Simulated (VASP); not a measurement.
# LiF (I4/mmm) in VASP: further runs, part 2 of 2

VASP 6.6.1. The steps go on from the part before.

### 3 Single point, PBE (epitaxial xy strain -1.0%)

Contents of INCAR:

```
  ALGO = Normal
  EDIFF = 1E-7
  ENCUT = 520
  GGA = PE
  ISIF = 2
  ISMEAR = 0
  LASPH = True
  LCHARG = False
  LREAL = False
  LWAVE = False
  NBANDS = 12
  NELM = 60
  PREC = Accurate
  SIGMA = 0.01
```

Contents of KPOINTS:

```
k-points
0
Gamma
  6 6 6
```

Contents of POSCAR:

```
LiF
1.0
    0.0000000000      1.9749230202      2.0090937310
    1.9749230202      0.0000000000      2.0090937310
    1.9749230202      1.9749230202      0.0000000000
Li F
1 1
Direct
    0.0000000000      0.0000000000      0.0000000000
    0.5000000000      0.5000000000      0.5000000000
```

Potentials or basis: VASP PAW PBE potentials, release 64 (Li_sv, F).

The run is started by

```bash
$ cat potpaw_PBE.64/Li_sv/POTCAR potpaw_PBE.64/F/POTCAR > POTCAR
$ mpirun -np 1 vasp_std > vasp.out
```

OUTCAR:

```text
EDIFF = 1E-7
   ENCUT = 520
   GGA = PE
   ISIF = 2
   ISMEAR = 0
   LASPH = True
   LREAL = False
   NELM = 60
   PREC = Accurate

 ion  position               nearest neighbor table
   1  0.000  0.000  0.000-   2 1.97   2 1.97   2 1.97   2 1.97   2 2.01   2 2.01
   2  0.500  0.500  0.500-   1 1.97   1 1.97   1 1.97   1 1.97   1 2.01   1 2.01

  LATTYP: Found a body centered tetragonal cell.
 ALAT       =     2.7929629198
 C/A-ratio  =     1.4386827099

  Lattice vectors:

 A1 = (  -1.9749230202,   0.0000000000,   2.0090937310)
 A2 = (   1.9749230202,   0.0000000000,   2.0090937310)
 A3 = (   0.0000000000,   1.9749230202,  -2.0090937310)

Analysis of symmetry for initial positions (statically):
=====================================================================
 Subroutine PRICEL returns:
 Original cell was already a primitive cell.

 Routine SETGRP: Setting up the symmetry group for a
 body centered tetragonal supercell.

 Subroutine GETGRP returns: Found 16 space group operations
 (whereof 16 operations were pure point group operations)
 out of a pool of 16 trial point group operations.

The static configuration has the point symmetry D_4h.

Analysis of symmetry for dynamics (positions and initial velocities):
=====================================================================
 Subroutine PRICEL returns:
 Original cell was already a primitive cell.

 Routine SETGRP: Setting up the symmetry group for a
 body centered tetragonal supercell.

 Subroutine GETGRP returns: Found 16 space group operations
 (whereof 16 operations were pure point group operations)
 out of a pool of 16 trial point group operations.

The dynamic configuration has the point symmetry D_4h.

 Subroutine INISYM returns: Found 16 space group operations
 (whereof 16 operations are pure point group operations),
 and found     1 'primitive' translations

----------------------------------------------------------------------------------------

                                     Primitive cell

  volume of cell :      15.6722
[... 114 lines left out ...]
   GGA     = PE    functional components
   LHFCALC =     F    Hartree Fock is set to
   AEXX    =    0.0000 exact exchange contribution
   IVDW    =     0    specifies the selected vdW correction
   LEPSILON=     F    determine dielectric tensor
   LRPA    =     F    only Hartree local field effects (RPA)
 non-spin polarized calculation
 Gauss-broadening in eV      SIGMA  =   0.01
  energy-cutoff  :      520.00
  volume of cell :       15.67
 maximum number of plane-waves:       444
 NGX is ok and might be reduce to    24
   NGX = 11   NGY = 11   NGZ = 11

 number of electron      10.0000000 magnetization

 number of electron       9.9999998 magnetization

 Free energy of the ion-electron system (eV)
  ---------------------------------------------------
  ext. energy  EPLUGINS =         0.00000000
  ---------------------------------------------------
  free energy    TOTEN  =        -9.62059149 eV

  energy without entropy =       -9.62059149  energy(sigma->0) =       -9.62059149

 E-fermi :  -0.6691     XC(G=0): -10.1865

 val. band max:       -0.7341534433   @ k =   0.0000   0.0000   0.0000
 cond. band min:       8.7099502090   @ k =   0.0000   0.0000   0.0000
 fundamental gap:      9.4441036524
 Fermi energy:        -0.6691065430

 k-point     1 :       0.0000    0.0000    0.0000
  band No.  band energies     occupation
      1     -41.5906      2.00000
      2     -20.8513      2.00000
      3      -0.7739      2.00000
      4      -0.7739      2.00000
      5      -0.7342      2.00000
      6       8.7100      0.00000
      7      23.4893      0.00000
      8      23.8802      0.00000
      9      23.9053      0.00000
     10      23.9053      0.00000
     11      24.0319      0.00000
     12      24.0319      0.00000
[... 331 lines left out ...]
 k-point    24 :       0.5000    0.0000    0.3333
  band No.  band energies     occupation
      1     -41.5063      2.00000
      2     -20.1596      2.00000
      3      -3.5246      2.00000
      4      -2.0359      2.00000
      5      -1.6399      2.00000
      6      13.6713      0.00000
      7      15.3460      0.00000
      8      17.9276      0.00000
      9      19.5535      0.00000
     10      21.7360      0.00000
     11      33.8596      0.00000
     12      35.5145      0.00000

 [... further k-points ...]
[... 5 lines left out ...]
  --------------------------------------------------------------------------------------
  -------------------------------------------------------------------------------------
  Total        0.5600363      0.5600363      0.3944527      0.0000000      0.0000000     -0.0000000
  in kB       57.2527344     57.2527344     40.3250566      0.0000000      0.0000000     -0.0000000
  external PRESSURE =      51.6101751 kB  Pullay stress =       0.0000000 kB

 VOLUME and BASIS-vectors are now :
 -----------------------------------------------------------------------------
  energy-cutoff  :      520.00
  volume of cell :       15.67
      direct lattice vectors                 reciprocal lattice vectors
     0.000000000  1.974923020  2.009093731    -0.253174425  0.253174425  0.248868429
     1.974923020  0.000000000  2.009093731     0.253174425 -0.253174425  0.248868429
     1.974923020  1.974923020  0.000000000     0.253174425  0.253174425 -0.248868429

 POSITION                                       TOTAL-FORCE (eV/Angst)
 -----------------------------------------------------------------------------------
      0.00000      0.00000      0.00000         0.000000     -0.000000     -0.000000
      1.97492      1.97492      2.00909        -0.000000      0.000000      0.000000
 -----------------------------------------------------------------------------------
    total drift:                               -0.000000     -0.000000      0.000000

  FREE ENERGIE OF THE ION-ELECTRON SYSTEM (eV)
  ---------------------------------------------------
  free  energy   TOTEN  =        -9.6205914888 eV

  energy  without entropy=       -9.6205914888  energy(sigma->0) =       -9.62059149
```

OSZICAR:

```text
N       E                     dE             d eps       ncg     rms          rms(c)
DAV:   1     0.273178990610E+02    0.27318E+02   -0.53398E+03   772   0.847E+02
DAV:   2    -0.912658270218E+01   -0.36444E+02   -0.35690E+02   892   0.182E+02
DAV:   3    -0.101205442442E+02   -0.99396E+00   -0.99138E+00   948   0.250E+01
DAV:   4    -0.101318208972E+02   -0.11277E-01   -0.11276E-01   816   0.294E+00
DAV:   5    -0.101319667897E+02   -0.14589E-03   -0.14589E-03   944   0.248E-01    0.454E+00
DAV:   6    -0.960950587015E+01    0.52246E+00   -0.24317E+00   796   0.980E+00    0.136E+00
DAV:   7    -0.961386642786E+01   -0.43606E-02   -0.19873E-02   928   0.123E+00    0.852E-01
DAV:   8    -0.962049391867E+01   -0.66275E-02   -0.14363E-02   860   0.124E+00    0.107E-01
DAV:   9    -0.962051731256E+01   -0.23394E-04   -0.88403E-04   828   0.270E-01    0.419E-02
DAV:  10    -0.962058800211E+01   -0.70690E-04   -0.12282E-04   808   0.871E-02    0.142E-02
DAV:  11    -0.962059046901E+01   -0.24669E-05   -0.51334E-06   924   0.214E-02    0.248E-03
DAV:  12    -0.962059149394E+01   -0.10249E-05   -0.45003E-07   800   0.567E-03    0.876E-04
DAV:  13    -0.962059148883E+01    0.51073E-08   -0.54313E-08   612   0.218E-03
   1 F= -.96205915E+01 E0= -.96205915E+01  d E =-.110038E-22
```

stdout:

```text
POSCAR found type information on POSCAR LiF
 POSCAR found :  2 types and       2 ions
 scaLAPACK will be used
 LDA part: xc-table for (Slater+PW92), standard interpolation
 POSCAR, INCAR and KPOINTS ok, starting setup
 FFT: planning ... GRIDC
 FFT: planning ... GRID_SOFT
 FFT: planning ... GRID
 WAVECAR not read
 entering main loop
```

Wall time 7.7 s (1 thread of Intel Xeon 8259CL, shared host); peak memory 0.13 GiB.

Results:

- Free energy: -9.6206 eV
- Band gap on the k mesh: 9.44 eV, direct

Caveat: the k points lie up to 0.46 Å⁻¹ apart; the cell differs from its parent crystal (epitaxial xy strain -1.0%); the cutoff is under 1.25 times the usual one of these potentials, so pressure, stress and relaxed cells hold a basis-set (Pulay) error.

### 4 Single point, PBE (epitaxial xy strain +1.0%)

Contents of INCAR:

```
ALGO = Normal
EDIFF = 1E-6
ENCUT = 520
GGA = PE
ISIF = 2
ISMEAR = 0
LASPH = T
LCHARG = F
LREAL = F
LWAVE = F
NBANDS = 12
NELM = 80
PREC = Accurate
SIGMA = 0.01
```

KPOINTS is that of step 3.

Contents of POSCAR:

```
LiF
1.0
    0.0000000000      2.0148204549      1.9821533756
    2.0148204549      0.0000000000      1.9821533756
    2.0148204549      2.0148204549      0.0000000000
Li F
1 1
Direct
    0.0000000000      0.0000000000      0.0000000000
    0.5000000000      0.5000000000      0.5000000000
```

The run is started by

```bash
$ cat potpaw_PBE.64/Li_sv/POTCAR potpaw_PBE.64/F/POTCAR > POTCAR
$ mpirun -np 1 vasp_std > vasp.out
```

Wall time 7.4 s (1 thread of Intel Xeon 8259CL, shared host); peak memory 0.13 GiB.

Results (log left out):

| Item | Value |
| --- | --- |
| Free energy | -9.6325 eV |
| Band gap on the k mesh | 9.21 eV, direct |

Levels at points of the mesh, in eV from the valence-band top:
```tsv
k point	band 1	band 2	band 3	band 4	band 5	band 6	band 7	band 8	band 9	band 10
(0.00, 0.00, 0.00)	-40.90	-20.03	-0.04	0.00	0.00	9.21	24.03	24.03	24.42	24.42
(0.50, 0.00, 0.00)	-40.84	-19.58	-2.58	-0.26	-0.23	10.84	16.91	18.86	19.16	30.60
(0.50, 0.50, 0.00)	-40.82	-19.29	-3.07	-1.07	-1.07	15.15	16.38	17.64	20.25	20.25
(0.50, 0.00, 0.50)	-40.82	-19.31	-3.09	-1.07	-0.96	14.84	16.61	17.61	20.36	20.62
```

Caveat: the k points lie up to 0.45 Å⁻¹ apart; the cell differs from its parent crystal (epitaxial xy strain +1.0%); the cutoff is under 1.25 times the usual one of these potentials, so pressure, stress and relaxed cells hold a basis-set (Pulay) error.

### 5 Single point, PBE (epitaxial xy strain +2.0%)

Contents of INCAR:

```
SYSTEM = LiF
PREC     = Accurate       ! precision mode
ENCUT    = 520            ! plane-wave cutoff, eV
EDIFF    = 1E-7           ! SCF threshold, eV
ISMEAR   = 0              ! smearing method
SIGMA    = 0.01           ! smearing width, eV
LREAL    = .FALSE.        ! projectors in reciprocal space
LASPH    = .TRUE.         ! aspherical terms in the spheres
NELM     = 100            ! most SCF steps
ALGO     = Normal         ! electronic algorithm
ISIF     = 2              ! what is computed and relaxed
LWAVE    = .FALSE.        ! write WAVECAR
LCHARG   = .FALSE.        ! write CHGCAR
GGA      = PE             ! functional
NBANDS   = 12             ! bands
```

Contents of KPOINTS:

```
regular mesh
0
G
  6 6 6
  0 0 0
```

Contents of POSCAR:

```
LiF
1.0
    0.0000000000      2.0347691723      1.9697370552
    2.0347691723      0.0000000000      1.9697370552
    2.0347691723      2.0347691723      0.0000000000
Li F
1 1
Direct
    0.0000000000      0.0000000000      0.0000000000
    0.5000000000      0.5000000000      0.5000000000
```

The run is started by

```bash
$ cat potpaw_PBE.64/Li_sv/POTCAR potpaw_PBE.64/F/POTCAR > POTCAR
$ mpirun -np 1 vasp_std > vasp.out
```

It took 7.8 s on 1 thread of Intel Xeon 8259CL, shared host; peak memory 0.13 GiB.

It converged, with:

| Quantity | Value |
| --- | --- |
| Free energy | -9.6342 eV |
| Band gap on the k mesh | 9.07 eV, direct |

Levels at points of the mesh, in eV from the valence-band top:
| k point | band 3 | band 4 | band 5 | band 6 | band 7 | band 8 |
| --- | --- | --- | --- | --- | --- | --- |
| (0.00, 0.00, 0.00) | -0.08 | 0.00 | 0.00 | 9.07 | 23.72 | 23.72 |
| (0.50, 0.00, 0.00) | -2.55 | -0.29 | -0.22 | 10.76 | 16.73 | 18.60 |
| (0.50, 0.50, 0.00) | -3.02 | -1.09 | -1.09 | 15.21 | 16.17 | 17.50 |
| (0.50, 0.00, 0.50) | -3.05 | -1.10 | -0.89 | 14.61 | 16.62 | 17.43 |

Caveat: the k points lie up to 0.45 Å⁻¹ apart; the cell differs from its parent crystal (epitaxial xy strain +2.0%); the cutoff is under 1.25 times the usual one of these potentials, so pressure, stress and relaxed cells hold a basis-set (Pulay) error.

### 6 The runs side by side

| cell | gap on the mesh (eV) |
| --- | --- |
| a = 2.814, b = 2.814, c = 2.765 Å, angles 60.6, 60.6, 58.9°, 2 atoms | 9.54 |
| a = 2.817, b = 2.817, c = 2.793 Å, angles 60.3, 60.3, 59.4°, 2 atoms | 9.44 |
| a = 2.826, b = 2.826, c = 2.849 Å, angles 59.7, 59.7, 60.5°, 2 atoms | 9.21 |
| a = 2.832, b = 2.832, c = 2.878 Å, angles 59.5, 59.5, 61.1°, 2 atoms | 9.07 |

Alike in all rows: task single point; level PBE; potentials or basis VASP PAW PBE potentials, release 64 (Li_sv, F); no spin polarisation; k mesh 6 × 6 × 6; cutoff (eV) 520; smearing gaussian 0.01 eV.

Caveats: all runs use coarse meshes; the cutoff is under 1.25 times the usual one of these potentials, so pressure, stress and relaxed cells hold a basis-set (Pulay) error.

Absolute energies hang on the potentials; compare differences alone.
